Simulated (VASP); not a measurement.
# GaN (Cm) in VASP: a series of runs, part 2 of 2

VASP 6.6.1. Earlier steps stand in the parts before.

## Step 3: Single point, r2SCAN

Contents of POSCAR:

```
GaN
1.0
    3.1799996605      0.0000000000      0.0000000000
   -1.5899998303      2.7539604900      0.0000000000
    0.0000000000      0.0000000000      5.1660000000
Ga N
2 2
Direct
    0.3333333333      0.6666666667      0.0000000000
    0.6666666667      0.3333333333      0.5000000000
    0.3175555854      0.6587777927      0.3631666891
    0.6508889187      0.3254444594      0.8631666891
```

Contents of INCAR.step1:

```
PREC = Accurate
ENCUT = 520
ISMEAR = 0
SIGMA = 0.05
LREAL = False
LASPH = True
NELM = 80
NBANDS = 26
GGA = PE
ALGO = Normal
EDIFF = 1E-4
LWAVE = True
LCHARG = False
```

Contents of INCAR.step2:

```
PREC = Accurate
ENCUT = 520
EDIFF = 1E-7
ISMEAR = 0
SIGMA = 0.05
LREAL = False
LASPH = True
NELM = 80
ALGO = Normal
ISIF = 2
LWAVE = False
LCHARG = False
METAGGA = R2SCAN
LMIXTAU = True
NBANDS = 26
ISTART = 1
```

Contents of KPOINTS:

```
Automatic mesh
0
Gamma
  12 12 6
```

Potentials or basis: VASP PAW PBE potentials, release 64 (Ga_d, N).

Command:

```console
cat potpaw_PBE.64/Ga_d/POTCAR potpaw_PBE.64/N/POTCAR > POTCAR
cp INCAR.step1 INCAR
mpirun -np 1 vasp_std > vasp.out
cp INCAR.step2 INCAR
mpirun -np 1 vasp_std > vasp.out
```

OUTCAR:

```text
PREC = Accurate
   ENCUT = 520
   EDIFF = 1E-7
   ISMEAR = 0
   LREAL = False
   LASPH = True
   NELM = 80
   ISIF = 2
   METAGGA = R2SCAN
   ISTART = 1

 ion  position               nearest neighbor table
   1  0.333  0.667  0.000-   3 1.88   4 1.95   4 1.95   4 2.01
   2  0.667  0.333  0.500-   4 1.88   3 1.93   3 1.99   3 1.99
   3  0.318  0.659  0.363-   1 1.88   2 1.93   2 1.99   2 1.99
   4  0.651  0.325  0.863-   2 1.88   1 1.95   1 1.95   1 2.01

  LATTYP: Found a hexagonal cell.
 ALAT       =     3.1799996605
 C/A-ratio  =     1.6245284753

  Lattice vectors:

 A1 = (   3.1799996605,   0.0000000000,   0.0000000000)
 A2 = (  -1.5899998303,   2.7539604900,   0.0000000000)
 A3 = (   0.0000000000,   0.0000000000,   5.1660000000)

Analysis of symmetry for initial positions (statically):
=====================================================================
 Subroutine PRICEL returns:
 Original cell was already a primitive cell.

 Routine SETGRP: Setting up the symmetry group for a
 hexagonal supercell.

 Subroutine GETGRP returns: Found  2 space group operations
 (whereof  2 operations were pure point group operations)
 out of a pool of 24 trial point group operations.

The static configuration has the point symmetry C_1h.

Analysis of symmetry for dynamics (positions and initial velocities):
=====================================================================
 Subroutine PRICEL returns:
 Original cell was already a primitive cell.

 Routine SETGRP: Setting up the symmetry group for a
 hexagonal supercell.

 Subroutine GETGRP returns: Found  2 space group operations
 (whereof  2 operations were pure point group operations)
 out of a pool of 24 trial point group operations.

The dynamic configuration has the point symmetry C_1h.

 Subroutine INISYM returns: Found  2 space group operations
 (whereof  2 operations are pure point group operations),
[... 116 lines left out ...]
   EFERMI_NEDOS =   21; number of points for ismear=-14 and -15
   IALGO  =     38    algorithm
   IMIX   =      4    mixing-type and parameters
     AMIX     =   0.40;   BMIX     =  1.00
     AMIX_MAG =   1.60;   BMIX_MAG =  1.00
  volume/ion in A,a.u.               =      11.31        76.33
  Fermi-wavevector in a.u.,A,eV,Ry     =   1.517036  2.866783 31.312431  2.301399
  Thomas-Fermi vector in A             =   2.626346
   LORBIT       =      0    0 simple, 1 ext, 2 COOP (PROOUT), +10 PAW based schemes
   METAGGA = R2SCAN    functional components
   LHFCALC =     F    Hartree Fock is set to
   AEXX    =    0.0000 exact exchange contribution
   IVDW    =     0    specifies the selected vdW correction
   LEPSILON=     F    determine dielectric tensor
   LRPA    =     F    only Hartree local field effects (RPA)
 non-spin polarized calculation
 Gauss-broadening in eV      SIGMA  =   0.05
  energy-cutoff  :      520.00
  volume of cell :       45.24
 maximum number of plane-waves:      1236
   NGX = 11   NGY = 11   NGZ = 19

 number of electron      35.9999998 magnetization

 Free energy of the ion-electron system (eV)
  ---------------------------------------------------
  ext. energy  EPLUGINS =         0.00000000
  ---------------------------------------------------
  free energy    TOTEN  =       -43.72221699 eV

  energy without entropy =      -43.72221699  energy(sigma->0) =      -43.72221699

 E-fermi :   5.5125     XC(G=0): -12.6953

 val. band max:        5.2418188582   @ k =   0.0000   0.0000   0.0000
 cond. band min:       7.5307330837   @ k =   0.0000   0.0000   0.0000
 fundamental gap:      2.2889142256
 Fermi energy:         5.5125222154

 k-point     1 :       0.0000    0.0000    0.0000
  band No.  band energies     occupation
      1     -11.7213      2.00000
      2     -10.6588      2.00000
      3      -8.7118      2.00000
      4      -8.6542      2.00000
      5      -8.6474      2.00000
      6      -8.5771      2.00000
[... 685 lines left out ...]
     25      17.7778      0.00000
     26      19.5149      0.00000

 [... further k-points ...]

------------------------ aborting loop because EDIFF is reached ----------------------------------------

  FORCE on cell =-STRESS in cart. coord.  units (eV):
  Direction    XX          YY          ZZ          XY          YZ          ZX
  --------------------------------------------------------------------------------------
  -------------------------------------------------------------------------------------
  Total       -0.1431742     -0.1766058      2.8036017      0.0289526     -0.2614929     -0.4528801
  in kB       -5.0703296     -6.2542666     99.2859316      1.0253195     -9.2604326    -16.0381624
  external PRESSURE =      29.3204452 kB  Pullay stress =       0.0000000 kB

 VOLUME and BASIS-vectors are now :
 -----------------------------------------------------------------------------
  energy-cutoff  :      520.00
  volume of cell :       45.24
      direct lattice vectors                 reciprocal lattice vectors
     3.179999661  0.000000000  0.000000000     0.314465442  0.181556708  0.000000000
    -1.589999830  2.753960490  0.000000000     0.000000000  0.363113416  0.000000000
     0.000000000  0.000000000  5.166000000     0.000000000  0.000000000  0.193573364

 POSITION                                       TOTAL-FORCE (eV/Angst)
 -----------------------------------------------------------------------------------
     -0.00000      1.83597      0.00000        -0.390146     -0.225251     -1.061466
      1.59000      0.91799      2.58300        -0.453231     -0.261673     -1.059098
     -0.03763      1.81425      1.87612         0.455066      0.262732      1.058938
      1.55237      0.89626      4.45912         0.388310      0.224191      1.061626
 -----------------------------------------------------------------------------------
    total drift:                               -0.003135     -0.001805      0.008589

  FREE ENERGIE OF THE ION-ELECTRON SYSTEM (eV)
  ---------------------------------------------------
  free  energy   TOTEN  =       -43.7222169878 eV

  energy  without entropy=      -43.7222169878  energy(sigma->0) =      -43.72221699
```

OUTCAR.step1:

```text
PREC = Accurate
   ENCUT = 520
   ISMEAR = 0
   LREAL = False
   LASPH = True
[... 924 lines left out ...]
     -0.00000      1.83597      0.00000        -0.372253     -0.214921     -1.015123
      1.59000      0.91799      2.58300        -0.432386     -0.249638     -1.012512
     -0.03763      1.81425      1.87612         0.434606      0.250920      1.012636
      1.55237      0.89626      4.45912         0.370034      0.213639      1.014998
 -----------------------------------------------------------------------------------
    total drift:                               -0.000327     -0.000189      0.000682

  FREE ENERGIE OF THE ION-ELECTRON SYSTEM (eV)
  ---------------------------------------------------
  free  energy   TOTEN  =       -24.1955751797 eV

  energy  without entropy=      -24.1955751797  energy(sigma->0) =      -24.19557518
```

OSZICAR.step1:

```text
N       E                     dE             d eps       ncg     rms          rms(c)
DAV:   1     0.276421329864E+03    0.27642E+03   -0.17662E+04 13938   0.259E+03
DAV:   2     0.693849639359E+01   -0.26948E+03   -0.25428E+03 13704   0.484E+02
DAV:   3    -0.271414342315E+02   -0.34080E+02   -0.33590E+02 14914   0.141E+02
DAV:   4    -0.282554170404E+02   -0.11140E+01   -0.11093E+01 14836   0.275E+01
DAV:   5    -0.282795477588E+02   -0.24131E-01   -0.24102E-01 15584   0.391E+00    0.110E+01
DAV:   6    -0.241128124446E+02    0.41667E+01   -0.10079E+01 20750   0.499E+01    0.306E+00
DAV:   7    -0.242146226677E+02   -0.10181E+00   -0.14712E+00 13418   0.912E+00    0.273E+00
DAV:   8    -0.242089980986E+02    0.56246E-02   -0.14436E-01 20746   0.518E+00    0.761E-01
DAV:   9    -0.241950390578E+02    0.13959E-01   -0.47567E-02 20720   0.373E+00    0.333E-01
DAV:  10    -0.241956224496E+02   -0.58339E-03   -0.40565E-03 13242   0.427E-01    0.605E-02
DAV:  11    -0.241955751797E+02    0.47270E-04   -0.41964E-04 15516   0.383E-01
   1 F= -.24195575E+02 E0= -.24195575E+02  d E =-.779674E-16
```

Run time: 31 min. Hardware: 1 thread of Oxide Virtual Turin-like, shared host; peak memory 0.31 GiB.

Results:

```yaml
Free_energy: -43.7222 eV
Pressure: 2.9 GPa
Largest_force: 1.182 eV/Å
Band_gap_on_the_k_mesh: 2.29 eV
```

Forces in eV/Å, atoms in the order of the input:
```
Ga  -0.390 -0.225 -1.061
Ga  -0.453 -0.262 -1.059
N    0.455  0.263  1.059
N    0.388  0.224  1.062
```

Levels at points of the mesh, in eV from the valence-band top:
```tsv
k point	band 16	band 17	band 18	band 19	band 20	band 21
(0.00, 0.00, 0.00)	-0.29	-0.01	0.00	2.29	4.88	9.87
(0.50, 0.00, 0.00)	-2.90	-2.56	-0.93	5.54	6.06	6.40
(0.00, 0.50, 0.00)	-2.89	-2.57	-0.92	5.54	6.04	6.40
(0.00, 0.00, 0.50)	-0.71	-0.51	-0.51	4.71	4.71	9.26
(0.50, 0.00, 0.50)	-2.17	-2.05	-1.96	4.71	4.81	8.42
(0.00, 0.50, 0.50)	-2.21	-1.97	-1.94	4.73	4.78	8.46
```

Caveat: the cell differs from its parent crystal (all N atoms moved +0.075 Å, as atom 3 towards its neighbour atom 4 (N) at 3.169 Å); the stress differs along the axes, from -1 to 10 GPa; the PAW data sets were made with another functional, which shifts forces and pressure a little.
